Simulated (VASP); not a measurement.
# WS2 in VASP: notebook, part 2 of 2

VASP 6.6.1. The steps go on from the part before.

### 3 Single point, r2SCAN

Input file POSCAR:

```
WS2
1.0
    3.1810953879      0.0000000000      0.0000000000
   -1.5905476939      2.7549094178      0.0000000000
    0.0000000000      0.0000000000     16.9507400001
W S
1 2
Direct
    0.3333333333      0.6666666667      0.0000000000
    0.6666666667      0.3333333333      0.9080224903
    0.6666666667      0.3333333333      0.0919775097
```

Input file INCAR.step1:

```
SYSTEM = WS2
PREC = Accurate
ENCUT = 520
ISMEAR = 0
SIGMA = 0.05
LREAL = .FALSE.
LASPH = .TRUE.
NELM = 60
NBANDS = 20
GGA = PE
ALGO = Normal
EDIFF = 1E-4
LWAVE = .TRUE.
LCHARG = .FALSE.
```

Input file INCAR.step2:

```
SYSTEM = WS2
PREC = Accurate
ENCUT = 520
EDIFF = 1E-6
ISMEAR = 0
SIGMA = 0.05
LREAL = .FALSE.
LASPH = .TRUE.
NELM = 60
ALGO = Normal
ISIF = 2
LWAVE = .FALSE.
LCHARG = .TRUE.
METAGGA = R2SCAN
LMIXTAU = .TRUE.
LELF = .TRUE.
LVHAR = .TRUE.
NBANDS = 20
ISTART = 1
```

Input file KPOINTS:

```
regular mesh
0
G
  12 12 2
  0 0 0
```

Potentials or basis: VASP PAW PBE potentials, release 64 (W_sv, S).

Command:

```console
> cat potpaw_PBE.64/W_sv/POTCAR potpaw_PBE.64/S/POTCAR > POTCAR
> cp INCAR.step1 INCAR
> mpirun -np 1 vasp_std > vasp.out
> cp INCAR.step2 INCAR
> mpirun -np 1 vasp_std > vasp.out
```

OUTCAR:

```text
SYSTEM = WS2
   PREC = Accurate
   ENCUT = 520
   EDIFF = 1E-6
   ISMEAR = 0
   LREAL = .FALSE.
   LASPH = .TRUE.
   NELM = 60
   ISIF = 2
   METAGGA = R2SCAN
   ISTART = 1

 ion  position               nearest neighbor table
   1  0.333  0.667  0.000-   2 2.41   3 2.41   2 2.41   3 2.41   2 2.41   3 2.41
   2  0.667  0.333  0.908-   1 2.41   1 2.41   1 2.41
   3  0.667  0.333  0.092-   1 2.41   1 2.41   1 2.41

  LATTYP: Found a hexagonal cell.
 ALAT       =     3.1810953879
 C/A-ratio  =     5.3285858904

  Lattice vectors:

 A1 = (   3.1810953879,   0.0000000000,   0.0000000000)
 A2 = (  -1.5905476939,   2.7549094178,   0.0000000000)
 A3 = (   0.0000000000,   0.0000000000,  16.9507400001)

Analysis of symmetry for initial positions (statically):
=====================================================================
 Subroutine PRICEL returns:
 Original cell was already a primitive cell.

 Routine SETGRP: Setting up the symmetry group for a
 hexagonal supercell.

 Subroutine GETGRP returns: Found 12 space group operations
 (whereof 12 operations were pure point group operations)
 out of a pool of 24 trial point group operations.

The static configuration has the point symmetry D_3h.

Analysis of symmetry for dynamics (positions and initial velocities):
=====================================================================
 Subroutine PRICEL returns:
 Original cell was already a primitive cell.

 Routine SETGRP: Setting up the symmetry group for a
 hexagonal supercell.

 Subroutine GETGRP returns: Found 12 space group operations
 (whereof 12 operations were pure point group operations)
 out of a pool of 24 trial point group operations.

The dynamic configuration has the point symmetry D_3h.

 Subroutine INISYM returns: Found 12 space group operations
 (whereof 12 operations are pure point group operations),
 and found     1 'primitive' translations

[... 112 lines left out ...]
   EFERMI_NEDOS =   21; number of points for ismear=-14 and -15
   IALGO  =     38    algorithm
   IMIX   =      4    mixing-type and parameters
     AMIX     =   0.40;   BMIX     =  1.00
     AMIX_MAG =   1.60;   BMIX_MAG =  1.00
  volume/ion in A,a.u.               =      49.52       334.15
  Fermi-wavevector in a.u.,A,eV,Ry     =   0.915746  1.730509 11.409721  0.838591
  Thomas-Fermi vector in A             =   2.040523
   LORBIT       =      0    0 simple, 1 ext, 2 COOP (PROOUT), +10 PAW based schemes
   METAGGA = R2SCAN    functional components
   LHFCALC =     F    Hartree Fock is set to
   AEXX    =    0.0000 exact exchange contribution
   IVDW    =     0    specifies the selected vdW correction
   LEPSILON=     F    determine dielectric tensor
   LRPA    =     F    only Hartree local field effects (RPA)
 non-spin polarized calculation
 Gauss-broadening in eV      SIGMA  =   0.05
  energy-cutoff  :      520.00
  volume of cell :      148.55
 maximum number of plane-waves:      4030
 NGX is ok and might be reduce to    24
   NGX = 11   NGY = 11   NGZ = 63

 number of electron      25.9999999 magnetization

 Free energy of the ion-electron system (eV)
  ---------------------------------------------------
  ext. energy  EPLUGINS =         0.00000000
  ---------------------------------------------------
  free energy    TOTEN  =       -70.04086625 eV

  energy without entropy =      -70.04086625  energy(sigma->0) =      -70.04086625

 E-fermi :  -0.9284     XC(G=0):  -4.5953

 val. band max:       -1.3828971966   @ k =   0.0000   0.0000   0.5000
 cond. band min:       0.5275252448   @ k =   0.3333   0.3333   0.0000
 fundamental gap:      1.9104224414
 Fermi energy:        -0.9283966472

 k-point     1 :       0.0000    0.0000    0.0000
  band No.  band energies     occupation
      1     -77.3524      2.00000
      2     -40.9402      2.00000
      3     -40.7864      2.00000
      4     -40.7864      2.00000
      5     -16.8823      2.00000
      6     -15.1426      2.00000
[... 541 lines left out ...]
     19       6.4078      0.00000
     20       6.5751      0.00000

 [... further k-points ...]

------------------------ aborting loop because EDIFF is reached ----------------------------------------

  FORCE on cell =-STRESS in cart. coord.  units (eV):
  Direction    XX          YY          ZZ          XY          YZ          ZX
  --------------------------------------------------------------------------------------
  -------------------------------------------------------------------------------------
  Total        0.0774939      0.0774939      0.0450269      0.0000000     -0.0000000     -0.0000000
  in kB        0.8358063      0.8358063      0.4856351      0.0000000     -0.0000000     -0.0000000
  external PRESSURE =       0.7190826 kB  Pullay stress =       0.0000000 kB

 VOLUME and BASIS-vectors are now :
 -----------------------------------------------------------------------------
  energy-cutoff  :      520.00
  volume of cell :      148.55
      direct lattice vectors                 reciprocal lattice vectors
     3.181095388  0.000000000  0.000000000     0.314357125  0.181494171  0.000000000
    -1.590547694  2.754909418  0.000000000     0.000000000  0.362988341  0.000000000
     0.000000000  0.000000000 16.950740000     0.000000000  0.000000000  0.058994475

 POSITION                                       TOTAL-FORCE (eV/Angst)
 -----------------------------------------------------------------------------------
     -0.00000      1.83661      0.00000         0.000000      0.000000      0.000000
      1.59055      0.91830     15.39165        -0.000000     -0.000000     -0.022201
      1.59055      0.91830      1.55909        -0.000000      0.000000      0.022201
 -----------------------------------------------------------------------------------
    total drift:                                0.000001     -0.000000     -0.000000

  FREE ENERGIE OF THE ION-ELECTRON SYSTEM (eV)
  ---------------------------------------------------
  free  energy   TOTEN  =       -70.0408662506 eV

  energy  without entropy=      -70.0408662506  energy(sigma->0) =      -70.04086625
```

OUTCAR.step1:

```text
SYSTEM = WS2
   PREC = Accurate
   ENCUT = 520
   ISMEAR = 0
   LREAL = .FALSE.
   LASPH = .TRUE.
   NELM = 60
[... 777 lines left out ...]
     -0.00000      1.83661      0.00000         0.000000     -0.000000      0.000000
      1.59055      0.91830     15.39165        -0.000000     -0.000000     -0.284012
      1.59055      0.91830      1.55909         0.000000      0.000000      0.284012
 -----------------------------------------------------------------------------------
    total drift:                               -0.000000      0.000000     -0.000000

  FREE ENERGIE OF THE ION-ELECTRON SYSTEM (eV)
  ---------------------------------------------------
  free  energy   TOTEN  =       -23.6700965917 eV

  energy  without entropy=      -23.6700965917  energy(sigma->0) =      -23.67009659
```

Wall time 5.5 min (1 thread of Intel Xeon Platinum 8259CL at 2.50GHz (Skylake/Cascade Lake), shared host); peak memory 0.34 GiB.

What came out:

```
Free energy            : -70.0409 eV
Largest force          : 0.022 eV/Å
Band gap on the k mesh : 1.91 eV, indirect (least direct gap 1.93 eV)
```

Forces on the atoms (eV/Å):
```
W    0.000  0.000  0.000
S    0.000  0.000 -0.022
S    0.000  0.000  0.022
```

Levels at points of the mesh, in eV from the valence-band top:
```
           k point  band 10  band 11  band 12  band 13  band 14  band 15  band 16  band 17
(0.00, 0.00, 0.00)    -2.23    -1.78    -1.78     0.00     3.08     3.08     3.23     3.23
(0.50, 0.00, 0.00)    -3.64    -2.27    -1.43    -0.98     3.00     3.47     4.41     5.01
(0.00, 0.00, 0.50)    -2.23    -1.78    -1.78     0.00     3.08     3.08     3.23     3.23
(0.50, 0.00, 0.50)    -3.64    -2.27    -1.43    -0.98     3.00     3.47     4.41     5.01
```

Caveat: the PAW data sets were made with another functional, which shifts forces and pressure a little; spin-orbit coupling is left out, which moves the levels of the heavy elements.

### 4 Single point, r2SCAN (volume scaled by 0.94, then relaxed in part)

Input file POSCAR:

```
WS2
1.0
    3.1832197593      0.0000000000      0.0000000000
   -1.5916098796      2.7567491773      0.0000000000
    0.0000000000      0.0000000000     15.9124356738
W S
1 2
Direct
    0.3333333333      0.6666666667      0.0000000000
    0.6666666667      0.3333333333      0.9020767103
    0.6666666667      0.3333333333      0.0979232897
```

Input file INCAR.step1:

```
  ALGO = Normal
  EDIFF = 1E-4
  ENCUT = 520
  GGA = PE
  ISMEAR = 0
  LASPH = True
  LCHARG = False
  LREAL = False
  LWAVE = True
  NBANDS = 20
  NELM = 60
  PREC = Accurate
  SIGMA = 0.02
```

Input file INCAR.step2:

```
  ALGO = Normal
  EDIFF = 1E-7
  ENCUT = 520
  ISIF = 2
  ISMEAR = 0
  ISTART = 1
  LASPH = True
  LCHARG = False
  LMIXTAU = True
  LREAL = False
  LWAVE = False
  METAGGA = R2SCAN
  NBANDS = 20
  NELM = 60
  PREC = Accurate
  SIGMA = 0.02
```

Input file KPOINTS:

```
k-points
0
Gamma
  12 12 2
```

Command:

```console
> cat potpaw_PBE.64/W_sv/POTCAR potpaw_PBE.64/S/POTCAR > POTCAR
> cp INCAR.step1 INCAR
> mpirun -np 1 vasp_std > vasp.out
> cp INCAR.step2 INCAR
> mpirun -np 1 vasp_std > vasp.out
```

Run time: 3.5 min. Hardware: 1 thread of Intel Xeon 6975P-C (Granite Rapids), shared host; peak memory 0.33 GiB.

It converged, with:

```yaml
Free_energy: -70.0410 eV
Largest_force: 0.027 eV/Å
Band_gap_on_the_k_mesh: 1.89 eV, indirect (least direct gap 1.92 eV)
```

Forces on the atoms (eV/Å):
```
W    0.000  0.000  0.000
S    0.000  0.000 -0.027
S    0.000  0.000  0.027
```

Levels at points of the mesh, in eV from the valence-band top:
| k point | band 10 | band 11 | band 12 | band 13 | band 14 | band 15 | band 16 | band 17 |
| --- | --- | --- | --- | --- | --- | --- | --- | --- |
| (0.00, 0.00, 0.00) | -2.23 | -1.80 | -1.80 | 0.00 | 3.06 | 3.06 | 3.22 | 3.22 |
| (0.50, 0.00, 0.00) | -3.65 | -2.27 | -1.45 | -0.99 | 2.98 | 3.45 | 4.40 | 5.00 |
| (0.00, 0.00, 0.50) | -2.23 | -1.80 | -1.80 | 0.00 | 3.06 | 3.06 | 3.22 | 3.22 |
| (0.50, 0.00, 0.50) | -3.65 | -2.27 | -1.45 | -0.99 | 2.98 | 3.45 | 4.40 | 5.00 |

Caveat: the PAW data sets were made with another functional, which shifts forces and pressure a little; spin-orbit coupling is left out, which moves the levels of the heavy elements.

### 5 Single point, r2SCAN (volume scaled by 0.97, then relaxed in part)

Input file POSCAR:

```
WS2
1.0
    3.1836160789      0.0000000000      0.0000000000
   -1.5918080395      2.7570924002      0.0000000000
    0.0000000000      0.0000000000     16.4161913885
W S
1 2
Direct
    0.3333333333      0.6666666667      0.0000000000
    0.6666666667      0.3333333333      0.9051056386
    0.6666666667      0.3333333333      0.0948943614
```

Input file INCAR.step1:

```
PREC = Accurate
ENCUT = 520
ISMEAR = 0
SIGMA = 0.02
LREAL = False
LASPH = True
NELM = 60
NBANDS = 20
GGA = PE
ALGO = Normal
EDIFF = 1E-4
LWAVE = True
LCHARG = False
```

Input file INCAR.step2:

```
PREC = Accurate
ENCUT = 520
EDIFF = 1E-6
ISMEAR = 0
SIGMA = 0.02
LREAL = False
LASPH = True
NELM = 60
ALGO = Normal
ISIF = 2
LWAVE = False
LCHARG = True
METAGGA = R2SCAN
LMIXTAU = True
LELF = True
LVHAR = True
NBANDS = 20
ISTART = 1
```

Input file KPOINTS:

```
Automatic mesh
0
Gamma
  12 12 2
```

Command:

```console
> cat potpaw_PBE.64/W_sv/POTCAR potpaw_PBE.64/S/POTCAR > POTCAR
> cp INCAR.step1 INCAR
> mpirun -np 1 vasp_std > vasp.out
> cp INCAR.step2 INCAR
> mpirun -np 1 vasp_std > vasp.out
```

Run time: 3.3 min. Hardware: 1 thread of Intel Xeon 6975P-C (Granite Rapids), shared host; peak memory 0.34 GiB.

It converged, with:

| Quantity | Value |
| --- | --- |
| Free energy | -70.0410 eV |
| Largest force | 0.032 eV/Å |
| Band gap on the k mesh | 1.89 eV, indirect (least direct gap 1.92 eV) |

Forces in eV/Å, atoms in the order of the input:
```
W    0.000  0.000  0.000
S    0.000  0.000 -0.032
S    0.000  0.000  0.032
```

Levels at points of the mesh, in eV from the valence-band top:
```tsv
k point	band 10	band 11	band 12	band 13	band 14	band 15	band 16	band 17
(0.00, 0.00, 0.00)	-2.23	-1.80	-1.80	0.00	3.06	3.06	3.22	3.22
(0.50, 0.00, 0.00)	-3.65	-2.27	-1.45	-0.99	2.98	3.45	4.40	4.99
(0.00, 0.00, 0.50)	-2.23	-1.80	-1.80	0.00	3.06	3.06	3.22	3.22
(0.50, 0.00, 0.50)	-3.65	-2.27	-1.45	-0.99	2.98	3.45	4.40	4.99
```

Caveat: the PAW data sets were made with another functional, which shifts forces and pressure a little; spin-orbit coupling is left out, which moves the levels of the heavy elements.

### 6 The runs side by side

| cell | smearing | gap on the mesh (eV) | largest force (eV/Å) |
| --- | --- | --- | --- |
| a = 3.181, b = 3.181, c = 16.951 Å, angles 90.0, 90.0, 120.0°, 3 atoms | gaussian 0.02 eV | 1.91 | 0.02 |
| a = 3.181, b = 3.181, c = 16.951 Å, angles 90.0, 90.0, 120.0°, 3 atoms | gaussian 0.05 eV | 1.91 | 0.02 |
| a = 3.183, b = 3.183, c = 15.912 Å, angles 90.0, 90.0, 120.0°, 3 atoms | gaussian 0.02 eV | 1.89 | 0.03 |
| a = 3.184, b = 3.184, c = 16.416 Å, angles 90.0, 90.0, 120.0°, 3 atoms | gaussian 0.02 eV | 1.89 | 0.03 |

Alike in all rows: task single point; level r2SCAN; potentials or basis VASP PAW PBE potentials, release 64 (W_sv, S); no spin polarisation; k mesh 12 × 12 × 2; cutoff (eV) 520.

Caveats: the PAW data sets were made with another functional, which shifts forces and pressure a little; spin-orbit coupling is left out, which moves the levels of the heavy elements.

Absolute energies hang on the potentials; compare differences alone.
